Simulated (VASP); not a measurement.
Write the native input for VASP 6.6.1 that does the following.

| Item | Value |
| --- | --- |
| Task | single point |
| Functional | revPBE |
| Potentials or basis | VASP PAW PBE potentials, release 64 (In_d) |
| Cutoff | 520 eV |
| k mesh | 13 × 13 × 13 |
| Occupations | fermi-dirac, width 0.1 eV |
| Spin | no spin polarisation |
| Dipole correction | no |
| Further INCAR settings | ALGO = Normal; EDIFF = 1e-07; NBANDS = 12 |

The structure of In lies in POSCAR:

```
In
1.0
    0.0000000000      2.4215186002      2.4215186002
    2.4215186002      0.0000000000      2.4215186002
    2.4215186002      2.4215186002      0.0000000000
In
1
Direct
    0.0000000000      0.0000000000      0.0000000000
```

This isn't the form of In at room conditions, which is tetragonal.

These files were run (other wordings do the same):

INCAR

```
PREC     = Accurate       # precision mode
ENCUT    = 520            # plane-wave cutoff, eV
EDIFF    = 1E-7           # SCF threshold, eV
ISMEAR   = -1             # smearing method
SIGMA    = 0.1            # smearing width, eV
LREAL    = F              # projectors in reciprocal space
LASPH    = T              # aspherical terms in the spheres
NELM     = 60             # most SCF steps
ALGO     = Normal         # electronic algorithm
ISIF     = 2              # what is computed and relaxed
LWAVE    = F              # write WAVECAR
LCHARG   = F              # write CHGCAR
GGA      = RE             # functional
NBANDS   = 12             # bands
```

KPOINTS

```
Automatic mesh
0
Gamma
  13 13 13
```

Potentials or basis: VASP PAW PBE potentials, release 64 (In_d).

The run is started by

```console
$ cat potpaw_PBE.64/In_d/POTCAR > POTCAR
$ mpirun -np 1 vasp_std > vasp.out
```

Results of the run:

```json
{"Pressure": "0.0 GPa", "Band gap on the k mesh": "zero (an odd number of electrons rules out a gap without spin polarisation)"}
```

Caveat: the PAW data sets were made with another functional, which shifts forces and pressure a little; spin-orbit coupling is left out, which moves the levels of the heavy elements.

Wall time 25 s on 1 thread of Intel(R) Xeon(R) Platinum 8259CL CPU @ 2.50GHz (Skylake/Cascade Lake), on a shared host, peak memory 0.17 GiB.
